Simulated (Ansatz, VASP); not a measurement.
One calculation of SrTiO, two programs

```
Sr Ti O
1.0
     3.94232    0.00000    0.00000
    -1.97116    3.41415    0.00000
     0.00000    0.00000    4.35071
Sr Ti O
1 1 1
Direct
  0.00000 0.00000 0.00000
  0.33333 0.66667 0.50000
  0.66667 0.33333 0.50000
```

Change from the starting cell: species swapped into the SrGaGe type (P-6m2, No. 187).

Alike in both runs: task single point; functional PBE; k mesh 6 × 6 × 4; occupations gaussian, width 0.1 eV; collinear spin.

|  | VASP | Ansatz |
| --- | --- | --- |
| version | VASP 6.6.1 | Ansatz 0.2.0 |
| potentials or method | VASP PAW PBE potentials, release 64 (Sr_sv, Ti_sv, O), cutoff 520 eV | scalar-relativistic, plane waves, PAW |
| valence electrons in the cell | 28 | 28 |

Ansatz gave:

| Item | Value |
| --- | --- |
| gap on the k mesh at the Fermi level (eV) | none |
| pressure (GPa) | -2.4 |
| traceless stress, the component that is largest in VASP (GPa) | 9.90 |
| net moment per atom (μB) | 0.76 |
| size of the moment on the site where the two differ most (μB) | 1.20 |

**Question.** What did VASP give for the same quantities?

**Answer.** gap on the k mesh at the Fermi level (eV): none; pressure (GPa): -2.3; traceless stress, the component that is largest in VASP (GPa): 9.91; net moment per atom (μB): 0.75; size of the moment on the site where the two differ most (μB): 1.44.

Site moments also hang on the region over which each program counts them. A gap of «none» marks a metal or a gap that the smearing closes. The functional is the same, so the differences come from potentials, cutoffs and numerics.

The k mesh is coarse, so the values compare programs but aren't converged.
